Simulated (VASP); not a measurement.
# Sr2BN (P-3m1) in VASP: notebook

The runs below take Sr2BN through single point, with PBE.

Program: VASP 6.6.1. These are calculated values, not measurements. Logs are shortened: lines on timing, memory, paths and dates and some standing lists are left out, and cuts for length are marked.

### Step 1. The cell of the first run

The structure is trigonal, space group P-3m1 (No. 164). Conventional cell: a = 3.945 Å, b = 3.945 Å, c = 6.488 Å, α = 90.00°, β = 90.00°, γ = 120.00°. Within 3.7 Å of Sr (site symmetry 3m) lie 3 N at 2.70 Å and 3 B at 2.90 Å and 3 Sr at 3.69 Å. Within 4.0 Å of B (site symmetry -3m) lie 6 Sr at 2.90 Å and 2 N at 3.24 Å and 6 B at 3.95 Å. Within 3.6 Å of N (site symmetry -3m) lie 6 Sr at 2.70 Å and 2 B at 3.24 Å.

### Step 2. Single point, PBE

INCAR

```
PREC = Accurate
ENCUT = 520
EDIFF = 1E-7
ISMEAR = 0
SIGMA = 0.1
LREAL = F
LASPH = T
NELM = 80
ALGO = Normal
ISIF = 2
LWAVE = F
LCHARG = T
GGA = PE
LELF = T
LVHAR = T
NBANDS = 22
```

KPOINTS

```
Automatic mesh
0
Gamma
  6 6 4
```

POSCAR

```
Sr2BN
1.0
    3.9454813400      0.0000000000      0.0000000000
   -1.9727406700      3.4168870700      0.0000000000
    0.0000000000      0.0000000000      6.4884678300
Sr B N
2 1 1
Direct
    0.3333333300      0.6666666700      0.7766031900
    0.6666666700      0.3333333300      0.2233968100
    0.0000000000      0.0000000000      0.5000000000
    0.0000000000      0.0000000000      0.0000000000
```

Potentials or basis: VASP PAW PBE potentials, release 64 (Sr_sv, B, N).

Run with:

```console
$ cat potpaw_PBE.64/Sr_sv/POTCAR potpaw_PBE.64/B/POTCAR potpaw_PBE.64/N/POTCAR > POTCAR
$ mpirun -np 1 vasp_std > vasp.out
```

OUTCAR:

```text
PREC = Accurate
   ENCUT = 520
   EDIFF = 1E-7
   ISMEAR = 0
   LREAL = F
   LASPH = T
   NELM = 80
   ISIF = 2
   GGA = PE

 ion  position               nearest neighbor table
   1  0.333  0.667  0.777-   4 2.70   4 2.70   4 2.70   3 2.90   3 2.90   3 2.90   2 3.69   2 3.69
                             2 3.69   2 4.25   2 4.25   2 4.25
   2  0.667  0.333  0.223-   4 2.70   4 2.70   4 2.70   3 2.90   3 2.90   3 2.90   1 3.69   1 3.69
                             1 3.69   1 4.25   1 4.25   1 4.25
   3  0.000  0.000  0.500-   1 2.90   2 2.90   1 2.90   2 2.90   2 2.90   1 2.90
   4  0.000  0.000  0.000-   1 2.70   2 2.70   1 2.70   2 2.70   2 2.70   1 2.70

  LATTYP: Found a hexagonal cell.
 ALAT       =     3.9454813400
 C/A-ratio  =     1.6445313691

  Lattice vectors:

 A1 = (   3.9454813400,   0.0000000000,   0.0000000000)
 A2 = (  -1.9727406700,   3.4168870700,   0.0000000000)
 A3 = (   0.0000000000,   0.0000000000,   6.4884678300)

Analysis of symmetry for initial positions (statically):
=====================================================================
 Subroutine PRICEL returns:
 Original cell was already a primitive cell.

 Routine SETGRP: Setting up the symmetry group for a
 hexagonal supercell.

 Subroutine GETGRP returns: Found 12 space group operations
 (whereof 12 operations were pure point group operations)
 out of a pool of 24 trial point group operations.

The static configuration has the point symmetry D_3d.

Analysis of symmetry for dynamics (positions and initial velocities):
=====================================================================
 Subroutine PRICEL returns:
 Original cell was already a primitive cell.

 Routine SETGRP: Setting up the symmetry group for a
 hexagonal supercell.

 Subroutine GETGRP returns: Found 12 space group operations
 (whereof 12 operations were pure point group operations)
 out of a pool of 24 trial point group operations.

The dynamic configuration has the point symmetry D_3d.

 Subroutine INISYM returns: Found 12 space group operations
 (whereof 12 operations are pure point group operations),
 and found     1 'primitive' translations

----------------------------------------------------------------------------------------

                                     Primitive cell

  volume of cell :      87.4727

  direct lattice vectors                    reciprocal lattice vectors
     3.945481340  0.000000000  0.000000000     0.253454500  0.146332024  0.000000000
    -1.972740670  3.416887070  0.000000000     0.000000000  0.292664048  0.000000000
     0.000000000  0.000000000  6.488467830     0.000000000  0.000000000  0.154119590

  length of vectors
     3.945481340  3.945481339  6.488467830     0.292664048  0.292664048  0.154119590

  position of ions in fractional coordinates (direct lattice)
     0.333333330  0.666666670  0.776603190
     0.666666670  0.333333330  0.223396810
     0.000000000  0.000000000  0.500000000
     0.000000000  0.000000000  0.000000000

  ion indices of the primitive-cell ions
   primitive index   ion index
                 1           1
                 2           2
                 3           3
                 4           4

----------------------------------------------------------------------------------------

 KPOINTS: Automatic mesh

Automatic generation of k-mesh.
 Grid dimensions read from file:
 generate k-points for:    6    6    4

 Generating k-lattice:

  Cartesian coordinates                     Fractional coordinates (reciprocal lattice)
     0.042242417  0.024388671  0.000000000     0.166666667  0.000000000  0.000000000
     0.000000000  0.048777341  0.000000000     0.000000000  0.166666667  0.000000000
     0.000000000  0.000000000  0.038529897     0.000000000  0.000000000  0.250000000

  Length of vectors
     0.048777341  0.048777341  0.038529897

  Shift w.r.t. Gamma in fractional coordinates (k-lattice)
     0.000000000  0.000000000  0.000000000

 Subroutine IBZKPT returns following result:
 ===========================================

 Found     24 irreducible k-points:

 Following reciprocal coordinates:
            Coordinates               Weight
  0.000000  0.000000  0.000000      1.000000
  0.166667  0.000000  0.000000      6.000000
  0.333333  0.000000  0.000000      6.000000
  0.500000  0.000000  0.000000      3.000000
  0.166667  0.166667  0.000000      6.000000
  0.333333  0.166667  0.000000     12.000000
[... 16 lines left out ...]
  0.333333  0.166667  0.500000     12.000000
  0.333333  0.333333  0.500000      2.000000
   k-points           NKPTS =     24   k-points in BZ     NKDIM =     24   number of bands    NBANDS=     22
   number of dos      NEDOS =    301   number of ions     NIONS =      4
   total plane-waves  NPLWV =  43200
   dimension x,y,z NGX =    30 NGY =   30 NGZ =   48
   dimension x,y,z NGXF=    60 NGYF=   60 NGZF=   96
   ions per type =               2   1   1
   NGX,Y,Z   is equivalent  to a cutoff of  12.64, 12.64, 12.30 a.u.
   NGXF,Y,Z  is equivalent  to a cutoff of  25.28, 25.28, 24.60 a.u.
 SYSTEM =  unknown system
   PREC   = accura    normal or accurate (medium, high low for compatibility)
   ISTART =      0    job   : 0-new  1-cont  2-samecut
   ICHARG =      2    charge: 1-file 2-atom 10-const
   ISPIN  =      1    spin polarized calculation?
   LNONCOLLINEAR =      F non collinear calculations
   LSORBIT =      F    spin-orbit coupling
   LASPH  =      T    aspherical Exc in radial PAW
   ENCUT  =  520.0 eV  38.22 Ry    6.18 a.u.   7.34  7.34 12.06*2*pi/ulx,y,z
   NELM   =     80;   NELMIN=  2; NELMDL= -5     # of ELM steps
   EDIFF  = 0.1E-06   stopping-criterion for ELM
   LREAL  =      F    real-space projection
   EDIFFG = 0.1E-05   stopping-criterion for IOM
   NSW    =      0    number of steps for IOM
   IBRION =     -1    ionic relax: 0-MD 1-quasi-New 2-CG
   NFREE  =      0    steps in history (QN), initial steepest desc. (CG)
   ISIF   =      2    stress and relaxation
   ISYM   =      2    0-nonsym 1-usesym 2-fastsym
   POTIM  = 0.5000    time-step for ionic-motion
   TEBEG  =    0.0;   TEEND  =   0.0 temperature during run
   PSTRESS=    0.0 pullay stress
   NELECT =      28.0000    total number of electrons
   NUPDOWN=      -1.0000    fix difference up-down
   EMIN   =  10.00;   EMAX   =-10.00  energy-range for DOS
   EFERMI =   0.00;   METHOD = LEGACY
   ISMEAR =     0;   SIGMA  =   0.10  broadening in eV -4-tet -1-fermi 0-gaus
   EFERMI_NEDOS =   21; number of points for ismear=-14 and -15
   IALGO  =     38    algorithm
   IMIX   =      4    mixing-type and parameters
     AMIX     =   0.40;   BMIX     =  1.00
     AMIX_MAG =   1.60;   BMIX_MAG =  1.00
  volume/ion in A,a.u.               =      21.87       147.57
  Fermi-wavevector in a.u.,A,eV,Ry     =   1.119876  2.116259 17.063368  1.254122
  Thomas-Fermi vector in A             =   2.256518
   LORBIT       =      0    0 simple, 1 ext, 2 COOP (PROOUT), +10 PAW based schemes
   GGA     = PE    functional components
   LHFCALC =     F    Hartree Fock is set to
   AEXX    =    0.0000 exact exchange contribution
   IVDW    =     0    specifies the selected vdW correction
   LEPSILON=     F    determine dielectric tensor
   LRPA    =     F    only Hartree local field effects (RPA)
 non-spin polarized calculation
 Gauss-broadening in eV      SIGMA  =   0.10
  energy-cutoff  :      520.00
  volume of cell :       87.47
 maximum number of plane-waves:      2388
 NGX is ok and might be reduce to    30

 number of electron      28.0000001 magnetization

 Free energy of the ion-electron system (eV)
  ---------------------------------------------------
  ext. energy  EPLUGINS =         0.00000000
  ---------------------------------------------------
  free energy    TOTEN  =       -16.63858246 eV

  energy without entropy =      -16.62618520  energy(sigma->0) =      -16.63238383

 E-fermi :   2.1015     XC(G=0):  -9.2304

 val. band max:        2.0686747753   @ k =   0.1667   0.1667   0.5000
 cond. band min:       2.1134618650   @ k =   0.5000   0.0000   0.5000
 fundamental gap:      0.0447870897
 Fermi energy:         2.1015473233

 k-point     1 :       0.0000    0.0000    0.0000
  band No.  band energies     occupation
      1     -31.8562      2.00000
      2     -31.7955      2.00000
      3     -14.3759      2.00000
      4     -13.7866      2.00000
      5     -13.7866      2.00000
      6     -13.7234      2.00000
[... 14 lines left out ...]
     21       6.8788      0.00000
     22       7.4085      0.00000

 k-point     2 :       0.1667    0.0000    0.0000
  band No.  band energies     occupation
      1     -31.8446      2.00000
      2     -31.7912      2.00000
      3     -14.3190      2.00000
      4     -13.9209      2.00000
      5     -13.8358      2.00000
      6     -13.8271      2.00000
[... 14 lines left out ...]
     21       8.0244      0.00000
     22       8.0549      0.00000

 k-point     3 :       0.3333    0.0000    0.0000
  band No.  band energies     occupation
      1     -31.8192      2.00000
      2     -31.7846      2.00000
      3     -14.2866      2.00000
      4     -14.1127      2.00000
      5     -13.9804      2.00000
      6     -13.8958      2.00000
[... 14 lines left out ...]
     21       8.4457      0.00000
     22       9.3654      0.00000

 k-point     4 :       0.5000    0.0000    0.0000
  band No.  band energies     occupation
      1     -31.8036      2.00000
      2     -31.7842      2.00000
      3     -14.3819      2.00000
      4     -14.1509      2.00000
      5     -13.9485      2.00000
      6     -13.9274      2.00000
[... 14 lines left out ...]
     21       9.5665      0.00000
     22       9.8036      0.00000

 k-point     5 :       0.1667    0.1667    0.0000
  band No.  band energies     occupation
      1     -31.8260      2.00000
      2     -31.7858      2.00000
      3     -14.2593      2.00000
      4     -14.0330      2.00000
      5     -14.0232      2.00000
      6     -13.8432      2.00000
[... 14 lines left out ...]
     21       8.3054      0.00000
     22       8.9450      0.00000

 k-point     6 :       0.3333    0.1667    0.0000
  band No.  band energies     occupation
      1     -31.8038      2.00000
      2     -31.7840      2.00000
      3     -14.3301      2.00000
      4     -14.1124      2.00000
      5     -14.0017      2.00000
      6     -13.9265      2.00000
[... 14 lines left out ...]
     21       9.0183      0.00000
     22       9.5685      0.00000

 k-point     7 :       0.3333    0.3333    0.0000
  band No.  band energies     occupation
      1     -31.7899      2.00000
      2     -31.7899      2.00000
      3     -14.3186      2.00000
      4     -14.0655      2.00000
      5     -14.0655      2.00000
      6     -13.9562      2.00000
[... 324 lines left out ...]
      6     -13.8675      2.00000
[... 14 lines left out ...]
     21       8.9140      0.00000
     22       8.9818      0.00000

 k-point    21 :       0.5000    0.0000    0.5000
  band No.  band energies     occupation
      1     -31.8003      2.00000
      2     -31.7875      2.00000
      3     -14.3943      2.00000
      4     -14.2352      2.00000
      5     -13.8952      2.00000
      6     -13.8433      2.00000
[... 14 lines left out ...]
     21       8.9962      0.00000
     22       9.6615      0.00000

 k-point    22 :       0.1667    0.1667    0.5000
  band No.  band energies     occupation
      1     -31.8194      2.00000
      2     -31.7925      2.00000
      3     -14.2533      2.00000
      4     -14.0897      2.00000
      5     -13.9279      2.00000
      6     -13.8181      2.00000
[... 14 lines left out ...]
     21       8.8116      0.00000
     22       9.1185      0.00000

 k-point    23 :       0.3333    0.1667    0.5000
  band No.  band energies     occupation
      1     -31.8005      2.00000
      2     -31.7873      2.00000
      3     -14.3317      2.00000
      4     -14.1862      2.00000
      5     -13.9953      2.00000
      6     -13.9041      2.00000
[... 14 lines left out ...]
     21       8.9450      0.00000
     22       9.4304      0.00000

 k-point    24 :       0.3333    0.3333    0.5000
  band No.  band energies     occupation
      1     -31.7899      2.00000
      2     -31.7899      2.00000
      3     -14.2668      2.00000
      4     -14.1376      2.00000
      5     -14.1376      2.00000
      6     -14.0151      2.00000
[... 14 lines left out ...]
     21       9.1636      0.00000
     22      10.0818      0.00000

------------------------ aborting loop because EDIFF is reached ----------------------------------------

  FORCE on cell =-STRESS in cart. coord.  units (eV):
  Direction    XX          YY          ZZ          XY          YZ          ZX
  --------------------------------------------------------------------------------------
  -------------------------------------------------------------------------------------
  Total       -0.4631322     -0.4631322      0.1590483      0.0000000      0.0000000      0.0000000
  in kB       -8.4828692     -8.4828692      2.9131775      0.0000000      0.0000000      0.0000000
  external PRESSURE =      -4.6841870 kB  Pullay stress =       0.0000000 kB

 VOLUME and BASIS-vectors are now :
 -----------------------------------------------------------------------------
  energy-cutoff  :      520.00
  volume of cell :       87.47
      direct lattice vectors                 reciprocal lattice vectors
     3.945481340  0.000000000  0.000000000     0.253454500  0.146332024  0.000000000
    -1.972740670  3.416887070  0.000000000     0.000000000  0.292664048  0.000000000
     0.000000000  0.000000000  6.488467830     0.000000000  0.000000000  0.154119590

 POSITION                                       TOTAL-FORCE (eV/Angst)
 -----------------------------------------------------------------------------------
     -0.00000      2.27792      5.03896        -0.000000     -0.000000      1.024583
      1.97274      1.13896      1.44950         0.000000      0.000000     -1.024583
      0.00000      0.00000      3.24423        -0.000000      0.000000      0.000000
      0.00000      0.00000      0.00000        -0.000000      0.000000      0.000000
 -----------------------------------------------------------------------------------
    total drift:                               -0.000000      0.000000     -0.000000

  FREE ENERGIE OF THE ION-ELECTRON SYSTEM (eV)
  ---------------------------------------------------
  free  energy   TOTEN  =       -16.6385824622 eV

  energy  without entropy=      -16.6261852023  energy(sigma->0) =      -16.63238383
```

It took 43 s on 1 thread of Oxide Virtual Turin-like, shared host; peak memory 0.19 GiB.

What came out:

```
Free energy            : -16.6386 eV
Pressure               : -0.5 GPa
Largest force          : 1.025 eV/Å
Band gap on the k mesh : zero (bands 14 and 15 overlap by 1.78 eV)
```

Forces on the atoms (eV/Å):
```
Sr   0.000  0.000  1.025
Sr   0.000  0.000 -1.025
B    0.000  0.000  0.000
N    0.000  0.000  0.000
```

Stress tensor (GPa, compression positive):
```
-0.85  0.00  0.00
 0.00 -0.85  0.00
 0.00  0.00  0.29
```

Levels at points of the mesh, in eV from the Fermi level:
```
           k point  band 12  band 13  band 14  band 15  band 16  band 17
(0.00, 0.00, 0.00)    -0.59    -0.59     1.10     1.10     1.65     3.57
(0.50, 0.00, 0.00)    -1.12    -0.70    -0.63     0.73     1.47     1.94
(0.00, 0.00, 0.50)    -0.66    -0.58    -0.58     0.87     0.87     4.46
(0.50, 0.00, 0.50)    -1.22    -0.67    -0.49     0.01     0.59     3.29
```

Caveat: forces of over 1 eV/Å act on the atoms, so gaps and moduli don't describe the material at rest.

### Step 3. Single point, PBE

This run uses another cell than the first one, of the same volume but with other edges.

INCAR

```
SYSTEM = Sr2BN
  PREC = Accurate
  ENCUT = 520
  EDIFF = 1E-6
  ISMEAR = 0
  SIGMA = 0.1
  LREAL = .FALSE.
  LASPH = .TRUE.
  NELM = 60
  ALGO = Normal
  ISIF = 2
  LWAVE = .FALSE.
  LCHARG = .FALSE.
  GGA = PE
  NBANDS = 22
```

KPOINTS

```
regular mesh
0
G
  6 6 4
  0 0 0
```

POSCAR

```
Sr2BN
1.0
    3.8861743787      0.0000000000      0.0000000000
   -1.9430871893      3.3655257355      0.0000000000
    0.0000000000      0.0000000000      6.6904540291
Sr B N
2 1 1
Direct
    0.3333333333      0.6666666667      0.7936859135
    0.6666666667      0.3333333333      0.2063140865
    0.0000000000      0.0000000000      0.5000000000
    0.0000000000      0.0000000000      0.0000000000
```

Potentials or basis: VASP PAW PBE potentials, release 64 (Sr_sv, B, N).

Run with:

```console
$ cat potpaw_PBE.64/Sr_sv/POTCAR potpaw_PBE.64/B/POTCAR potpaw_PBE.64/N/POTCAR > POTCAR
$ mpirun -np 1 vasp_std > vasp.out
```

Wall time 29 s (1 thread of Oxide Virtual Turin-like, shared host); peak memory 0.19 GiB.

The run converged. Its results:

```yaml
Free_energy: -16.7683 eV
Pressure: 0.2 GPa
Band_gap_on_the_k_mesh: zero (bands 14 and 15 overlap by 1.97 eV)
```

Forces in eV/Å, atoms in the order of the input:
```
Sr   0.000  0.000 -0.002
Sr   0.000  0.000  0.002
B    0.000  0.000  0.000
N    0.000  0.000  0.000
```

Stress tensor (GPa, compression positive):
```
0.11 0.00 0.00
0.00 0.11 0.00
0.00 0.00 0.43
```

Levels at points of the mesh, in eV from the Fermi level:
```
           k point  band 11  band 12  band 13  band 14  band 15  band 16  band 17  band 18
(0.00, 0.00, 0.00)    -2.56    -0.80    -0.80     1.35     1.53     1.53     3.45     4.38
(0.50, 0.00, 0.00)    -2.19    -1.09    -0.76    -0.74     1.03     1.23     2.00     5.09
(0.00, 0.00, 0.50)    -1.41    -0.80    -0.80    -0.65     1.32     1.32     4.51     4.57
(0.50, 0.00, 0.50)    -1.35    -1.31    -0.73    -0.65    -0.03     0.92     2.98     3.56
```

The gap in the log of VASP goes by the Fermi energy; the results here count the filled bands.